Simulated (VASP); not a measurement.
# CdGa2O3 (R-3m) in VASP: single point with PBE

Aim: the single point of CdGa2O3 with PBE.

Program: VASP 6.6.1. These are calculated values, not measurements. Logs are shortened: lines on timing, memory, paths and dates and some standing lists are left out, and cuts for length are marked.

### 1 The cell of the first run

Symmetry: R-3m, No. 166, trigonal system. Conventional cell: a = 5.184 Å, b = 5.184 Å, c = 11.596 Å, α = 90.00°, β = 90.00°, γ = 120.00°. Cd (site symmetry -3m) has 6 O at 2.44 Å and 6 Ga at 3.03 Å within 3.2 Å. Within 3.7 Å of Ga (site symmetry 3m) lie 9 O at 2.82 to 2.98 Å and 4 Ga at 2.95 to 3.13 Å and 3 Cd at 3.03 Å. Within 3.2 Å of O (site symmetry 2/m) lie 2 Cd at 2.44 Å and 4 O at 2.59 Å and 6 Ga at 2.82 to 2.98 Å.

The cell was built from a structure type or drawn by symmetry, and may not be a known phase.

### 2 Single point, PBE, collinear spin, ferromagnetic start

Contents of INCAR:

```
SYSTEM = CdGa2O3
PREC     = Accurate       ! precision mode
ENCUT    = 520            ! plane-wave cutoff, eV
EDIFF    = 1E-7           ! SCF threshold, eV
ISMEAR   = 0              ! smearing method
SIGMA    = 0.1            ! smearing width, eV
LREAL    = .FALSE.        ! projectors in reciprocal space
LASPH    = .TRUE.         ! aspherical terms in the spheres
NELM     = 150            ! most SCF steps
ALGO     = Normal         ! electronic algorithm
ISIF     = 2              ! what is computed and relaxed
LWAVE    = .FALSE.        ! write WAVECAR
LCHARG   = .FALSE.        ! write CHGCAR
ISPIN    = 2              ! spin polarisation
MAGMOM   = 0 0 0 1 1 1    ! initial moments
LORBIT   = 11             ! projections on sites
GGA      = PE             ! functional
NBANDS   = 41             ! bands
```

Contents of KPOINTS:

```
Automatic mesh
0
G
  6 6 6
  0 0 0
```

Contents of POSCAR:

```
CdGa2O3
1.0
    2.5922304600      1.4966249500      3.8654188700
   -2.5922304600      1.4966249500      3.8654188700
    0.0000000000     -2.9932499000      3.8654188700
Cd Ga O
1 2 3
Direct
    0.0000000000      0.0000000000      0.0000000000
    0.6270700100      0.6270700100      0.6270700100
    0.3729299900      0.3729299900      0.3729299900
    0.0000000000      0.5000000000      0.0000000000
    0.5000000000      0.0000000000      0.0000000000
    0.0000000000      0.0000000000      0.5000000000
```

Potentials or basis: VASP PAW PBE potentials, release 64 (Cd, Ga_d, O).

Started as:

```console
cat potpaw_PBE.64/Cd/POTCAR potpaw_PBE.64/Ga_d/POTCAR potpaw_PBE.64/O/POTCAR > POTCAR
mpirun -np 1 vasp_std > vasp.out
```

OUTCAR:

```text
SYSTEM = CdGa2O3
   PREC = Accurate
   ENCUT = 520
   EDIFF = 1E-7
   ISMEAR = 0
   LREAL = .FALSE.
   LASPH = .TRUE.
   NELM = 150
   ISIF = 2
   ISPIN = 2
   LORBIT = 11
   GGA = PE

 ion  position               nearest neighbor table
   1  0.000  0.000  0.000-   6 2.44   6 2.44   4 2.44   5 2.44   4 2.44   5 2.44   3 3.03   2 3.03
                             3 3.03   2 3.03   3 3.03   2 3.03
   2  0.627  0.627  0.627-   1 3.03   1 3.03   1 3.03
   3  0.373  0.373  0.373-   1 3.03   1 3.03   1 3.03
   4  0.000  0.500  0.000-   1 2.44   1 2.44
   5  0.500  0.000  0.000-   1 2.44   1 2.44
   6  0.000  0.000  0.500-   1 2.44   1 2.44

  LATTYP: Found a trigonal (rhomboedric) cell.
 ALAT       =     4.8888657211
 COS(alpha) =     0.4377091756

  Lattice vectors:

 A1 = (   2.5922304600,   1.4966249500,   3.8654188700)
 A2 = (  -2.5922304600,   1.4966249500,   3.8654188700)
 A3 = (   0.0000000000,  -2.9932499000,   3.8654188700)

Analysis of symmetry for initial positions (statically):
=====================================================================
 Subroutine PRICEL returns:
 Original cell was already a primitive cell.

 Routine SETGRP: Setting up the symmetry group for a
 trigonal (rhombohedral) supercell.

 Subroutine GETGRP returns: Found 12 space group operations
 (whereof 12 operations were pure point group operations)
 out of a pool of 12 trial point group operations.

The static configuration has the point symmetry D_3d.

Analysis of symmetry for dynamics (positions and initial velocities):
=====================================================================
 Subroutine PRICEL returns:
 Original cell was already a primitive cell.

 Routine SETGRP: Setting up the symmetry group for a
 trigonal (rhombohedral) supercell.

 Subroutine GETGRP returns: Found 12 space group operations
 (whereof 12 operations were pure point group operations)
 out of a pool of 12 trial point group operations.

The dynamic configuration has the point symmetry D_3d.

Analysis of structural, dynamic, and magnetic symmetry:
=====================================================================
 Subroutine PRICEL returns:
 Original cell was already a primitive cell.

 Routine SETGRP: Setting up the symmetry group for a
 trigonal (rhombohedral) supercell.

 Subroutine GETGRP returns: Found 12 space group operations
 (whereof 12 operations were pure point group operations)
 out of a pool of 12 trial point group operations.

The overall configuration has the point symmetry D_3d.
[... 140 lines left out ...]
  energy-cutoff  :      520.00
  volume of cell :       89.98
 maximum number of plane-waves:      2463
   NGX = 19   NGY = 19   NGZ = 19

 number of electron      55.9999987 magnetization       1.9999537

 Free energy of the ion-electron system (eV)
  ---------------------------------------------------
  ext. energy  EPLUGINS =         0.00000000
  ---------------------------------------------------
  free energy    TOTEN  =       -20.62854452 eV

  energy without entropy =      -20.62099008  energy(sigma->0) =      -20.62476730

 E-fermi :   2.5223     XC(G=0): -10.7429

 val. band max:        2.5164610135   @ k =   0.5000   0.0000   0.0000
 cond. band min:       2.5364746036   @ k =   0.5000   0.5000   0.5000
 fundamental gap:      0.0200135901
 Fermi energy:         2.5223400696

 spin component 1

 k-point     1 :       0.0000    0.0000    0.0000
  band No.  band energies     occupation
      1     -15.3265      1.00000
      2     -14.0755      1.00000
      3     -14.0755      1.00000
      4     -11.8593      1.00000
      5     -11.8408      1.00000
      6     -11.8408      1.00000
[... 1021 lines left out ...]
     39      13.5500      0.00000
     40      15.1929      0.00000

 [... further k-points ...]

 spin component 2

 k-point     1 :       0.0000    0.0000    0.0000
  band No.  band energies     occupation
      1     -14.2538      1.00000
      2     -12.9055      1.00000
      3     -12.9055      1.00000
      4     -11.8642      1.00000
      5     -11.8442      1.00000
      6     -11.8442      1.00000
[... 1021 lines left out ...]
     39      13.6931      0.00000
     40      15.1980      0.00000

 [... further k-points ...]

 [bands above 40 left out]

------------------------ aborting loop because EDIFF is reached ----------------------------------------

  FORCE on cell =-STRESS in cart. coord.  units (eV):
  Direction    XX          YY          ZZ          XY          YZ          ZX
  --------------------------------------------------------------------------------------
  -------------------------------------------------------------------------------------
  Total        1.7044152      1.7044152    -11.0517579     -0.0000000      0.0000000      0.0000000
  in kB       30.3495031     30.3495029   -196.7920458     -0.0000000      0.0000000      0.0000000
  external PRESSURE =     -45.3643466 kB  Pullay stress =       0.0000000 kB

 VOLUME and BASIS-vectors are now :
 -----------------------------------------------------------------------------
  energy-cutoff  :      520.00
  volume of cell :       89.98
      direct lattice vectors                 reciprocal lattice vectors
     2.592230460  1.496624950  3.865418870     0.192884085  0.111361679  0.086234725
    -2.592230460  1.496624950  3.865418870    -0.192884085  0.111361679  0.086234725
     0.000000000 -2.993249900  3.865418870     0.000000000 -0.222723357  0.086234725

 POSITION                                       TOTAL-FORCE (eV/Angst)
 -----------------------------------------------------------------------------------
      0.00000      0.00000      0.00000        -0.000000      0.000000     -0.000000
      0.00000      0.00000      7.27166        -0.000000     -0.000000      0.127871
      0.00000      0.00000      4.32459        -0.000000      0.000000     -0.127871
     -1.29612      0.74831      1.93271        -0.000000      0.000000     -0.000000
      1.29612      0.74831      1.93271        -0.000000      0.000000      0.000000
      0.00000     -1.49662      1.93271         0.000000      0.000000     -0.000000
 -----------------------------------------------------------------------------------
    total drift:                               -0.000000      0.000000      0.000000

  FREE ENERGIE OF THE ION-ELECTRON SYSTEM (eV)
  ---------------------------------------------------
  free  energy   TOTEN  =       -20.6285445239 eV

  energy  without entropy=      -20.6209900796  energy(sigma->0) =      -20.62476730

 total charge

# of ion       s       p       d       tot
------------------------------------------
    1        0.348   0.241   9.584  10.172
    2        1.173   0.246   9.947  11.365
    3        1.173   0.246   9.947  11.365
    4        1.608   3.144   0.000   4.752
    5        1.608   3.144   0.000   4.752
    6        1.608   3.144   0.000   4.752
--------------------------------------------------
tot          7.517  10.165  29.477  47.158

 magnetization (x)

# of ion       s       p       d       tot
------------------------------------------
    1       -0.021  -0.014   0.009  -0.026
    2        0.012  -0.030  -0.002  -0.019
    3        0.012  -0.030  -0.002  -0.019
    4        0.007   0.615   0.000   0.621
    5        0.007   0.615   0.000   0.621
    6        0.007   0.615   0.000   0.621
--------------------------------------------------
tot          0.022   1.771   0.006   1.800
```

OSZICAR:

```text
N       E                     dE             d eps       ncg     rms          rms(c)
DAV:   1     0.583285587277E+03    0.58329E+03   -0.26368E+04  6133   0.212E+03
DAV:   2     0.654320992222E+02   -0.51785E+03   -0.48131E+03  5600   0.574E+02
DAV:   3    -0.208524907922E+02   -0.86285E+02   -0.83586E+02  6064   0.169E+02
DAV:   4    -0.248565820255E+02   -0.40041E+01   -0.39798E+01  6164   0.398E+01
DAV:   5    -0.249356386956E+02   -0.79057E-01   -0.78990E-01  6194   0.550E+00    0.150E+01
DAV:   6    -0.222664897556E+02    0.26691E+01   -0.53400E+01  7936   0.389E+01    0.138E+01
DAV:   7    -0.204490275913E+02    0.18175E+01   -0.63260E+00  7425   0.205E+01    0.533E+00
DAV:   8    -0.205840455298E+02   -0.13502E+00   -0.13732E+00  5826   0.586E+00    0.328E+00
DAV:   9    -0.206197252851E+02   -0.35680E-01   -0.20190E-01  6472   0.215E+00    0.134E+00
DAV:  10    -0.206257116276E+02   -0.59863E-02   -0.25824E-02  5960   0.944E-01    0.584E-01
DAV:  11    -0.206289009777E+02   -0.31894E-02   -0.38506E-03  6290   0.292E-01    0.256E-01
DAV:  12    -0.206282009661E+02    0.70001E-03   -0.14802E-03  6158   0.212E-01    0.249E-01
DAV:  13    -0.206284565158E+02   -0.25555E-03   -0.48898E-04  6321   0.115E-01    0.107E-01
DAV:  14    -0.206285415481E+02   -0.85032E-04   -0.31435E-04  6108   0.707E-02    0.206E-02
DAV:  15    -0.206285429621E+02   -0.14140E-05   -0.23301E-05  5744   0.251E-02    0.165E-02
DAV:  16    -0.206285442316E+02   -0.12694E-05   -0.26968E-06  6347   0.822E-03    0.654E-03
DAV:  17    -0.206285445201E+02   -0.28850E-06   -0.12100E-06  5287   0.449E-03    0.146E-03
DAV:  18    -0.206285445239E+02   -0.37999E-08   -0.67101E-08  2924   0.161E-03
   1 F= -.20628545E+02 E0= -.20624767E+02  d E =-.755444E-02  mag=     2.0001
```

Run time: 1.7 min. Hardware: 1 thread of Intel Xeon 6975P-C (Granite Rapids), shared host; peak memory 0.36 GiB.

Results:

```yaml
Free_energy: -20.6285 eV
Pressure: -4.5 GPa
Largest_force: 0.128 eV/Å
Band_gap_on_the_k_mesh: zero (filled and empty bands overlap)
Net_moment: 2.00 μB per cell
Site_moments: Cd -0.03; Ga -0.02; O +0.62 μB
Valence_electrons_inside_the_program's_atomic_spheres: Cd 10.17; Ga 11.37; O 4.75
```

Forces on the atoms (eV/Å):
```
Cd   0.000  0.000  0.000
Ga   0.000  0.000  0.128
Ga   0.000  0.000 -0.128
O    0.000  0.000  0.000
O    0.000  0.000  0.000
O    0.000  0.000  0.000
```

Levels at points of the mesh, in eV from the Fermi level:
Spin up:
```csv
k point,band 25,band 26,band 27,band 28,band 29,band 30,band 31,band 32,band 33,band 34
"(0.00, 0.00, 0.00)",-2.42,-0.67,-0.67,-0.65,-0.64,1.30,2.03,2.03,3.49,4.60
"(0.50, 0.00, 0.00)",-2.13,-1.92,-1.83,-0.96,-0.62,1.47,2.11,2.85,5.83,6.38
"(0.50, 0.50, 0.00)",-1.77,-1.29,-0.96,-0.79,-0.53,1.30,2.43,3.75,4.51,7.13
"(0.50, 0.50, 0.50)",-1.39,-0.61,-0.53,-0.53,-0.50,2.88,2.88,3.08,3.21,3.21
```
Spin down:
| k point | band 24 | band 25 | band 26 | band 27 | band 28 | band 29 | band 30 | band 31 |
| --- | --- | --- | --- | --- | --- | --- | --- | --- |
| (0.00, 0.00, 0.00) | -1.79 | -1.79 | -0.54 | 0.45 | 1.19 | 1.19 | 1.22 | 1.96 |
| (0.50, 0.00, 0.00) | -2.26 | -1.28 | -0.76 | -0.48 | -0.01 | 1.07 | 1.70 | 2.34 |
| (0.50, 0.50, 0.00) | -1.42 | -0.85 | -0.51 | -0.12 | -0.08 | 1.22 | 1.66 | 2.74 |
| (0.50, 0.50, 0.50) | -0.84 | -0.84 | 0.01 | 0.49 | 1.35 | 1.35 | 2.83 | 2.83 |

Caveat: the cell stands under tension.
